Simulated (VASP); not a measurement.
# Be24Cl in VASP: a series of runs, part 2 of 2

VASP 6.6.1.

## 3. Single point, LDA

Contents of INCAR:

```
PREC     = Accurate       # precision mode
ENCUT    = 520            # plane-wave cutoff, eV
EDIFF    = 1E-6           # SCF threshold, eV
ISMEAR   = 0              # smearing method
SIGMA    = 0.1            # smearing width, eV
LREAL    = Auto         
LASPH    = True           # aspherical terms in the spheres
NELM     = 100            # most SCF steps
ALGO     = Normal         # electronic algorithm
ISIF     = 2              # what is computed and relaxed
LWAVE    = False          # write WAVECAR
LCHARG   = True           # write CHGCAR
LDIPOL   = True         
IDIPOL   = 3            
DIPOL    = 0.5 0.5 0.321
LELF     = True           # ELF
LVHAR    = True         
LVACPOTAV= True         
NBANDS   = 46             # bands
```

Contents of KPOINTS:

```
regular mesh
0
Gamma
  6 4 1
```

Contents of POSCAR:

```
Be24Cl
1.0
    4.4524297778      0.0000000000      0.0000000000
    0.0000000000      7.0331519559      0.0000000000
    0.0000000000      0.0000000000     19.7998741415
Be Cl
24 1
Direct
    0.0000000000      0.3750000000      0.2020214862
    0.0000000000      0.8750000000      0.2020214862
    0.5000000000      0.3750000000      0.2020214862
    0.5000000000      0.8750000000      0.2020214862
    0.2500000000      0.1250000000      0.2344789088
    0.2500000000      0.6250000000      0.2344789088
    0.7500000000      0.1250000000      0.2344789088
    0.7500000000      0.6250000000      0.2344789088
    0.2500000000      0.3750000000      0.2993937541
    0.2500000000      0.8750000000      0.2993937541
    0.7500000000      0.3750000000      0.2993937541
    0.7500000000      0.8750000000      0.2993937541
    0.0000000000      0.1250000000      0.3261495625
    0.0000000000      0.6250000000      0.3261495625
    0.5000000000      0.1250000000      0.3261495625
    0.5000000000      0.6250000000      0.3261495625
    0.0000000000      0.3750000000      0.3969669015
    0.0000000000      0.8750000000      0.3969669015
    0.5000000000      0.3750000000      0.3969669015
    0.5000000000      0.8750000000      0.3969669015
    0.2500000000      0.1250000000      0.4191882273
    0.2500000000      0.6250000000      0.4191882273
    0.7500000000      0.1250000000      0.4191882273
    0.7500000000      0.6250000000      0.4191882273
    0.3333333333      0.1250000000      0.5156600663
```

Potentials or basis: VASP PAW LDA potentials, release 64 (Be, Cl).

Launch:

```
$ cat potpaw_LDA.64/Be/POTCAR potpaw_LDA.64/Cl/POTCAR > POTCAR
$ mpirun -np 1 vasp_std > vasp.out
```

OUTCAR:

```text
PREC = Accurate
   ENCUT = 520
   EDIFF = 1E-6
   ISMEAR = 0
   LREAL = Auto
   LASPH = True
   NELM = 100
   ISIF = 2

 ion  position               nearest neighbor table
   1  0.000  0.375  0.202-   5 2.18   6 2.18   7 2.18   8 2.18   3 2.23   3 2.23  11 2.23   9 2.23

   2  0.000  0.875  0.202-   5 2.18   6 2.18   7 2.18   8 2.18   4 2.23   4 2.23  12 2.23  10 2.23

   3  0.500  0.375  0.202-   5 2.18   6 2.18   7 2.18   8 2.18   1 2.23   1 2.23  11 2.23   9 2.23
[... 39 lines left out ...]
  23  0.750  0.125  0.419-  17 2.13  18 2.13  19 2.13  20 2.13  13 2.15  15 2.15  21 2.23  21 2.23

  24  0.750  0.625  0.419-  17 2.13  18 2.13  19 2.13  20 2.13  14 2.15  16 2.15  22 2.23  22 2.23

  25  0.333  0.125  0.516-  21 1.95

  LATTYP: Found a simple orthorhombic cell.
 ALAT       =     4.4524297778
 B/A-ratio  =     1.5796210849
 C/A-ratio  =     4.4469817896

  Lattice vectors:

 A1 = (   4.4524297778,   0.0000000000,   0.0000000000)
 A2 = (   0.0000000000,   7.0331519559,   0.0000000000)
 A3 = (   0.0000000000,   0.0000000000,  19.7998741415)

Analysis of symmetry for initial positions (statically):
[... 225 lines left out ...]
      4      -9.5509      2.00000
      5      -9.5360      2.00000
      6      -7.4936      2.00000
[... 493 lines left out ...]
     38       3.3468      0.00000
     39       3.4895      0.00000
 [bands above 39 left out]

------------------------ aborting loop because EDIFF is reached ----------------------------------------

  FORCE on cell =-STRESS in cart. coord.  units (eV):
  Direction    XX          YY          ZZ          XY          YZ          ZX
  --------------------------------------------------------------------------------------
  -------------------------------------------------------------------------------------
  Total        1.8172045     -4.3597025     -0.6148221      0.0000000      0.0000000      0.7834527
  in kB        4.6957490    -11.2656935     -1.5887317      0.0000000      0.0000000      2.0244816
  external PRESSURE =      -2.7195587 kB  Pullay stress =       0.0000000 kB

 VOLUME and BASIS-vectors are now :
 -----------------------------------------------------------------------------
  energy-cutoff  :      520.00
  volume of cell :      620.03
      direct lattice vectors                 reciprocal lattice vectors
     4.452429778  0.000000000  0.000000000     0.224596468  0.000000000  0.000000000
     0.000000000  7.033151956  0.000000000     0.000000000  0.142183761  0.000000000
     0.000000000  0.000000000 19.799874141     0.000000000  0.000000000  0.050505372

 POSITION                                       TOTAL-FORCE (eV/Angst)
 -----------------------------------------------------------------------------------
      0.00000      2.63743      4.00000         0.003063     -0.011541      0.563235
      0.00000      6.15401      4.00000         0.003063      0.011541      0.563235
      2.22621      2.63743      4.00000        -0.000502      0.103668      0.588331
      2.22621      6.15401      4.00000        -0.000502     -0.103668      0.588331
      1.11311      0.87914      4.64265        -0.028658      0.000000     -0.581787
      1.11311      4.39572      4.64265         0.013107      0.000000     -0.741151
[... 17 lines left out ...]
      3.33932      4.39572      8.29987         0.009987      0.000000      0.111205
      1.48414      0.87914     10.21000         0.414478      0.000000      0.002593
 -----------------------------------------------------------------------------------
    total drift:                                0.000004     -0.000000     -0.002847

  FREE ENERGIE OF THE ION-ELECTRON SYSTEM (eV)
  ---------------------------------------------------
  free  energy   TOTEN  =       -96.6182780089 eV

  energy  without entropy=      -96.5958596584  energy(sigma->0) =      -96.60706883

 vacuum level on the upper side and lower side of the slab         4.461         3.141
```

stdout:

```text
POSCAR found type information on POSCAR BeCl
 POSCAR found :  2 types and      25 ions
 scaLAPACK will be used
 LDA part: xc-table for (Slater(with rela. corr.)+CA(PZ))
 , standard interpolation
 POSCAR, INCAR and KPOINTS ok, starting setup
 FFT: planning ... GRIDC
 FFT: planning ... GRID_SOFT
 FFT: planning ... GRID
 WAVECAR not read
 entering main loop
 -----------------------------------------------------------------------------
|                                                                             |
|           W    W    AA    RRRRR   N    N  II  N    N   GGGG   !!!           |
|           W    W   A  A   R    R  NN   N  II  NN   N  G    G  !!!           |
|           W    W  A    A  R    R  N N  N  II  N N  N  G       !!!           |
|           W WW W  AAAAAA  RRRRR   N  N N  II  N  N N  G  GGG   !            |
|           WW  WW  A    A  R   R   N   NN  II  N   NN  G    G                |
|           W    W  A    A  R    R  N    N  II  N    N   GGGG   !!!           |
|                                                                             |
|     Did not find any points to average over, which means that no vacuum     |
|     field-free region was found. Please increase the size of  your cell     |
|     in the dimension of the dipole correction to obtain accurate            |
|     workfunction values.                                                    |
|                                                                             |
 -----------------------------------------------------------------------------
```

Wall time 7.2 min (1 thread of Intel Xeon 6975P-C (Granite Rapids), shared host); peak memory 0.58 GiB.

Results:

```yaml
Free_energy: -96.6183 eV
Largest_force: 0.792 eV/Å
Band_gap_on_the_k_mesh: zero (an odd number of electrons rules out a gap without spin polarisation)
```

Forces on the atoms (eV/Å):
```
Be   0.003 -0.012  0.563
Be   0.003  0.012  0.563
Be  -0.001  0.104  0.588
Be  -0.001 -0.104  0.588
Be  -0.029  0.000 -0.582
Be   0.013  0.000 -0.741
Be   0.027  0.000 -0.566
Be  -0.019  0.000 -0.792
Be  -0.034  0.071  0.052
Be  -0.034 -0.071  0.052
Be   0.030  0.101 -0.061
Be   0.030 -0.101 -0.061
Be   0.094  0.000  0.278
Be  -0.083  0.000  0.020
Be  -0.031  0.000  0.409
Be   0.064  0.000 -0.094
Be  -0.165  0.308 -0.333
Be  -0.165 -0.308 -0.333
Be   0.106  0.395 -0.325
Be   0.106 -0.395 -0.325
Be  -0.032  0.000  0.654
Be   0.001  0.000 -0.030
Be  -0.310  0.000  0.360
Be   0.010  0.000  0.111
Cl   0.414  0.000  0.003
```

Levels at points of the mesh, in eV from the Fermi level:
```csv
k point,band 23,band 24,band 25,band 26,band 27,band 28,band 29,band 30,band 31,band 32
"(0.00, 0.00, 0.00)",-2.22,-1.71,-1.63,-0.87,-0.02,0.02,0.46,0.83,1.61,2.13
"(0.50, 0.00, 0.00)",-1.49,-0.90,-0.62,-0.35,0.82,0.88,1.44,1.55,1.56,1.58
"(0.00, 0.50, 0.00)",-1.55,-1.42,-0.99,-0.96,-0.87,-0.73,0.26,0.46,1.45,2.35
"(0.50, 0.50, 0.00)",-1.79,-1.48,-0.44,-0.09,-0.03,0.17,0.55,0.65,0.71,1.07
```

## 4. Single point, LDA

Contents of INCAR:

```
PREC = Accurate ; ENCUT = 520
EDIFF = 1E-6 ; ISMEAR = 0
SIGMA = 0.1 ; LREAL = Auto
LASPH = T ; NELM = 100
ALGO = Normal ; ISIF = 2
LWAVE = F ; LCHARG = F
LDIPOL = T ; IDIPOL = 3
DIPOL = 0.5 0.5 0.321 ; GGA = CA
NBANDS = 46
```

Contents of KPOINTS:

```
Automatic mesh
0
Gamma
  6 4 1
```

Changes to POSCAR since step 3:

```diff
@@ -32,2 +32,2 @@
     0.7500000000      0.6250000000      0.4191882273
-    0.3333333333      0.1250000000      0.5156600663
+    0.2500000000      0.3125000000      0.5012801459
```

Launch:

```
$ cat potpaw_LDA.64/Be/POTCAR potpaw_LDA.64/Cl/POTCAR > POTCAR
$ mpirun -np 1 vasp_std > vasp.out
```

It took 6.8 min on 1 thread of Intel Xeon 6975P-C (Granite Rapids), shared host; peak memory 0.58 GiB.

The run converged. Its results:

| Property | Result |
| --- | --- |
| Free energy | -96.1738 eV |
| Largest force | 0.849 eV/Å |
| Band gap on the k mesh | zero (an odd number of electrons rules out a gap without spin polarisation) |

Forces in eV/Å, atoms in the order of the input:
```
Be   0.074 -0.006  0.565
Be  -0.127 -0.083  0.540
Be  -0.074 -0.006  0.565
Be   0.127 -0.083  0.540
Be   0.000  0.096 -0.680
Be   0.000 -0.119 -0.537
Be   0.000  0.061 -0.704
Be   0.000  0.175 -0.831
Be   0.000 -0.005  0.292
Be   0.000 -0.116  0.073
Be   0.000  0.087 -0.278
Be   0.000 -0.001  0.240
Be   0.093  0.082  0.272
Be  -0.059  0.010  0.074
Be  -0.093  0.082  0.272
Be   0.059  0.010  0.074
Be  -0.665  0.206 -0.087
Be  -0.027 -0.038 -0.041
Be   0.665  0.206 -0.087
Be   0.027 -0.038 -0.041
Be   0.000 -0.380  0.491
Be   0.000  0.589 -0.062
Be   0.000 -0.253 -0.446
Be   0.000 -0.011 -0.215
Cl   0.000 -0.466  0.011
```

Levels at points of the mesh, in eV from the Fermi level:
| k point | band 25 | band 26 | band 27 | band 28 | band 29 | band 30 |
| --- | --- | --- | --- | --- | --- | --- |
| (0.00, 0.00, 0.00) | -1.34 | -1.10 | -0.23 | 0.19 | 0.31 | 0.65 |
| (0.50, 0.00, 0.00) | -0.70 | -0.02 | 0.60 | 0.61 | 1.17 | 1.36 |
| (0.00, 0.50, 0.00) | -1.24 | -1.05 | -1.01 | -0.43 | 0.13 | 0.35 |
| (0.50, 0.50, 0.00) | -0.64 | -0.46 | -0.07 | 0.21 | 0.36 | 0.37 |

## 5. Single point, LDA

Contents of INCAR:

```
SYSTEM = Be24Cl
ALGO = Normal ; DIPOL = 0.5 0.5 0.321
EDIFF = 1E-6 ; ENCUT = 520
GGA = CA ; IDIPOL = 3
ISIF = 2 ; ISMEAR = 0
LASPH = .TRUE. ; LCHARG = .FALSE.
LDIPOL = .TRUE. ; LREAL = Auto
LWAVE = .FALSE. ; NBANDS = 46
NELM = 100 ; PREC = Accurate
SIGMA = 0.1
```

Contents of KPOINTS:

```
k-points
0
G
  6 4 1
  0 0 0
```

Changes to POSCAR since step 4:

```diff
@@ -32,2 +32,2 @@
     0.7500000000      0.6250000000      0.4191882273
-    0.2500000000      0.3125000000      0.5012801459
+    0.3333333333      0.3750000000      0.5000260053
```

Potentials or basis: VASP PAW LDA potentials, release 64 (Be, Cl).

Launch:

```
$ cat potpaw_LDA.64/Be/POTCAR potpaw_LDA.64/Cl/POTCAR > POTCAR
$ mpirun -np 1 vasp_std > vasp.out
```

OUTCAR:

```text
SYSTEM = Be24Cl
   EDIFF = 1E-6
   ENCUT = 520
   GGA = CA
   ISIF = 2
   ISMEAR = 0
   LASPH = .TRUE.
   LREAL = Auto
   NELM = 100
   PREC = Accurate

 ion  position               nearest neighbor table
   1  0.000  0.375  0.202-   5 2.18   6 2.18   7 2.18   8 2.18   3 2.23   3 2.23  11 2.23   9 2.23

   2  0.000  0.875  0.202-   5 2.18   6 2.18   7 2.18   8 2.18   4 2.23   4 2.23  12 2.23  10 2.23

   3  0.500  0.375  0.202-   5 2.18   6 2.18   7 2.18   8 2.18   1 2.23   1 2.23  11 2.23   9 2.23
[... 28 lines left out ...]
                            13 2.25  14 2.25  25 2.52
  18  0.000  0.875  0.397-  21 2.13  22 2.13  23 2.13  24 2.13  20 2.23  20 2.23  10 2.23  12 2.23
                            13 2.25  14 2.25
  19  0.500  0.375  0.397-  21 2.13  22 2.13  23 2.13  24 2.13  25 2.17  17 2.23  17 2.23  11 2.23
                             9 2.23  16 2.25  15 2.25
[... 761 lines left out ...]
 VOLUME and BASIS-vectors are now :
 -----------------------------------------------------------------------------
  energy-cutoff  :      520.00
  volume of cell :      620.03
      direct lattice vectors                 reciprocal lattice vectors
     4.452429778  0.000000000  0.000000000     0.224596468  0.000000000  0.000000000
     0.000000000  7.033151956  0.000000000     0.000000000  0.142183761  0.000000000
     0.000000000  0.000000000 19.799874141     0.000000000  0.000000000  0.050505372

 POSITION                                       TOTAL-FORCE (eV/Angst)
 -----------------------------------------------------------------------------------
      0.00000      2.63743      4.00000         0.074235      0.000000      0.524716
      0.00000      6.15401      4.00000        -0.158323      0.000000      0.578180
      2.22621      2.63743      4.00000        -0.067478      0.000000      0.556374
      2.22621      6.15401      4.00000         0.148460      0.000000      0.483896
      1.11311      0.87914      4.64265        -0.012818      0.088876     -0.584584
      1.11311      4.39572      4.64265        -0.012818     -0.088876     -0.584584
[... 17 lines left out ...]
      3.33932      4.39572      8.29987         0.222187      0.175402     -0.386377
      1.48414      2.63743      9.90045        -0.339667      0.000000     -0.001635
 -----------------------------------------------------------------------------------
    total drift:                                0.000027      0.000000     -0.002066

  FREE ENERGIE OF THE ION-ELECTRON SYSTEM (eV)
  ---------------------------------------------------
  free  energy   TOTEN  =       -95.9682757478 eV

  energy  without entropy=      -95.9425854736  energy(sigma->0) =      -95.95543061

 vacuum level on the upper side and lower side of the slab         3.712         3.688
```

stdout:

```text
POSCAR found type information on POSCAR BeCl
 POSCAR found :  2 types and      25 ions
 scaLAPACK will be used
 LDA part: xc-table for (Slater(with rela. corr.)+CA(PZ))
 , standard interpolation
 POSCAR, INCAR and KPOINTS ok, starting setup
 FFT: planning ... GRIDC
 FFT: planning ... GRID_SOFT
 FFT: planning ... GRID
 WAVECAR not read
 entering main loop
```

Wall time 7.4 min (1 thread of Intel Xeon 6975P-C (Granite Rapids), shared host); peak memory 0.58 GiB.

What came out:

```yaml
Free_energy: -95.9683 eV
Largest_force: 0.917 eV/Å
Band_gap_on_the_k_mesh: zero (an odd number of electrons rules out a gap without spin polarisation)
```

Forces on the atoms (eV/Å):
```
Be   0.074  0.000  0.525
Be  -0.158  0.000  0.578
Be  -0.067  0.000  0.556
Be   0.148  0.000  0.484
Be  -0.013  0.089 -0.585
Be  -0.013 -0.089 -0.585
Be  -0.004 -0.070 -0.776
Be  -0.004  0.070 -0.776
Be  -0.117  0.000  0.279
Be  -0.008  0.000  0.102
Be   0.098  0.000 -0.282
Be   0.053  0.000  0.315
Be   0.068  0.075  0.046
Be   0.068 -0.075  0.046
Be  -0.013  0.064  0.285
Be  -0.013 -0.064  0.285
Be  -0.758  0.000 -0.516
Be  -0.056  0.000  0.096
Be   0.672  0.000  0.080
Be  -0.002  0.000  0.056
Be  -0.030 -0.358  0.280
Be  -0.030  0.358  0.280
Be   0.222 -0.175 -0.386
Be   0.222  0.175 -0.386
Cl  -0.340  0.000 -0.002
```

## 6. Overview

| cell | gap on the mesh (eV) | largest force (eV/Å) |
| --- | --- | --- |
| as given, atomic positions A | none | 0.80 |
| as given, atomic positions B | none | 0.79 |
| as given, atomic positions C | none | 0.85 |
| as given, atomic positions D | none | 0.92 |

Alike in all rows: task single point; level LDA; potentials or basis VASP PAW LDA potentials, release 64 (Be, Cl); no spin polarisation; k mesh 6 × 4 × 1; cutoff (eV) 520; smearing gaussian 0.1 eV.

Total energies depend on the potentials used, so only differences within one code and one set of settings carry meaning.
